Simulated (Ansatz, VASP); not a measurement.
AlCd in VASP and in Ansatz

```
Al Cd
1.0
     1.85602    1.07157    3.08019
    -1.85602    1.07157    3.08019
     0.00000   -2.14314    3.08019
Al Cd
1 1
Direct
  0.50000 0.50000 0.50000
  0.00000 0.00000 0.00000
```

Change from the starting cell: volume scaled by 0.94.

Alike in both runs: task single point; functional PBE; k mesh 9 × 9 × 9; occupations fermi-dirac, width 0.05 eV; no spin polarisation.

```csv
,VASP,Ansatz
version,VASP 6.6.1,Ansatz 0.2.0
potentials or method,"VASP PAW PBE potentials, release 64 (Al, Cd), cutoff 520 eV","all-electron LAPW, scalar-relativistic"
```

Ansatz gave:

| Quantity | Value |
| --- | --- |
| gap on the k mesh at the Fermi level (eV) | none |
| pressure (GPa) | 17.3 |

Task: Which values does VASP return?

Result: gap on the k mesh at the Fermi level (eV): none; pressure (GPa): 17.6.

A gap of «none» marks a metal or a gap that the smearing closes. Ansatz ran all-electron here, and VASP with PAW potentials.
